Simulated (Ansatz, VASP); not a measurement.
## One calculation of BiTe, two programs

```
Bi Te
1.0
     0.00000    3.19715    3.19715
     3.19715    0.00000    3.19715
     3.19715    3.19715    0.00000
Bi Te
1 1
Direct
  0.98926 0.01074 0.98926
  0.51759 0.48241 0.51759
```

Change from the starting cell: mode 4 (101.1 1/cm) frozen in, largest displacement +0.113 Å.

Alike in both runs: task single point; functional PBEsol; k mesh 16 × 16 × 16; occupations gaussian, width 0.15 eV; no spin polarisation.

|  | VASP | Ansatz |
| --- | --- | --- |
| version | VASP 6.6.1 | Ansatz 0.2.0 |
| potentials or method | VASP PAW PBE potentials, release 64 (Bi_d, Te), cutoff 500 eV | scalar-relativistic, plane waves, PAW |
| valence electrons in the cell | 21 | 31 |

VASP gave:

- gap on the k mesh at the Fermi level (eV): none
- pressure (GPa): 0.7
- traceless stress, the component that is largest in VASP (GPa): 0.60
- rms of the force components (eV/Å): 0.326

Task: Which values does Ansatz return?

Result: gap on the k mesh at the Fermi level (eV): none; pressure (GPa): 0.7; traceless stress, the component that is largest in VASP (GPa): 0.59; rms of the force components (eV/Å): 0.323.

VASP's potentials were made for PBE, not for PBEsol. Atom by atom the forces differ by 0.003 eV/Å (rms over components). A gap of «none» marks a metal or a gap that the smearing closes. VASP's potentials hold 21 valence electrons a cell and Ansatz's 31, so a difference there can come from the potentials and not from the codes.

Spin-orbit coupling is off throughout.
